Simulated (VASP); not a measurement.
Wanted: the native input for a VASP 6.6.1 run.

* Task: relaxation of cell and atoms
* Functional: LDA
* Potentials or basis: VASP PAW LDA potentials, release 64 (B)
* Cutoff: 600 eV
* k mesh: 16 × 16 × 12
* Occupations: gaussian, width 0.1 eV
* Spin: no spin polarisation
* Dipole correction: no
* Further INCAR settings: ALGO = Normal; EDIFF = 1e-07; IBRION = 2; EDIFFG = -0.01; NSW = 80; ISIF = 3

The structure of B lies in POSCAR:

```
B
1.0
    1.4678697935     -2.6758895560      0.0000000000
    1.4678697935      2.6758895560      0.0000000000
    0.0000000000      0.0000000000      3.3072415106
B
4
Direct
    0.0926585247      0.9073414753      0.7500000000
    0.5926585247      0.4073414753      0.2500000000
    0.9073414753      0.0926585247      0.2500000000
    0.4073414753      0.5926585247      0.7500000000
```

One way to write it, as run:

INCAR

```
PREC = Accurate
ENCUT = 600
EDIFF = 1E-7
ISMEAR = 0
SIGMA = 0.1
LREAL = F
LASPH = T
NELM = 100
ALGO = Normal
ISIF = 3
LWAVE = F
LCHARG = F
IBRION = 2
NSW = 80
EDIFFG = -0.01
```

KPOINTS

```
Automatic mesh
0
Gamma
  16 16 12
```

Potentials or basis: VASP PAW LDA potentials, release 64 (B).

Launch:

```console
$ cat potpaw_LDA.64/B/POTCAR > POTCAR
$ mpirun -np 1 vasp_std > vasp.out
```

It gave:

The relaxed volume is 6.51 Å³/atom. The relaxed cell is a = 3.049 Å, b = 3.049 Å, c = 3.324 Å, α = 90.00°, β = 90.00°, γ = 122.60°. The space group after relaxing (to 0.1 Å) is Fmmm (No. 69) and the energy gained by relaxing is 0.3 meV/atom. The ionic steps are 5, the pressure after relaxing is 0.1 GPa and the largest force after relaxing is 0.006 eV/Å. The band gap on the k mesh is zero (bands 6 and 7 overlap by 2.96 eV).

Run time: 5.8 min on 1 thread of Intel Xeon 8259CL (shared host), peak memory 0.24 GiB.
